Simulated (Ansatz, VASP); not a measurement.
# One calculation of AlN, two programs

```
Al N
1.0
     3.36090    0.00000    0.00000
    -1.68045    2.91062    0.00000
     0.00000    0.00000    3.93300
Al N
2 2
Cartesian
  0.0000 1.9404 2.9497
  1.6805 0.9702 0.9832
  0.0000 1.9404 0.9832
  1.6805 0.9702 2.9497
```

Alike in both runs: task single point; functional PBEsol; k mesh 9 × 9 × 6; occupations gaussian, width 0.05 eV; no spin polarisation.

|  | VASP | Ansatz |
| --- | --- | --- |
| version | VASP 6.6.1 | Ansatz 0.2.0 |
| potentials or method | VASP PAW PBE potentials, release 64 (Al, N), cutoff 520 eV | scalar-relativistic, plane waves, PAW |
| valence electrons in the cell | 16 | 16 |

|  | VASP | Ansatz | Ansatz less VASP |
| --- | --- | --- | --- |
| gap on the k mesh at the Fermi level (eV) | 3.63 | 3.62 | -0.011 |
| least direct gap on the mesh (eV) | 3.63 | 3.62 | -0.011 |
| pressure (GPa) | 3.7 | 3.7 | -0.03 |
| traceless stress, the component that is largest in VASP (GPa) | 11.19 | 11.05 | -0.141 |

VASP's potentials were made for PBE, not for PBEsol, and Ansatz warns of the same on its side.
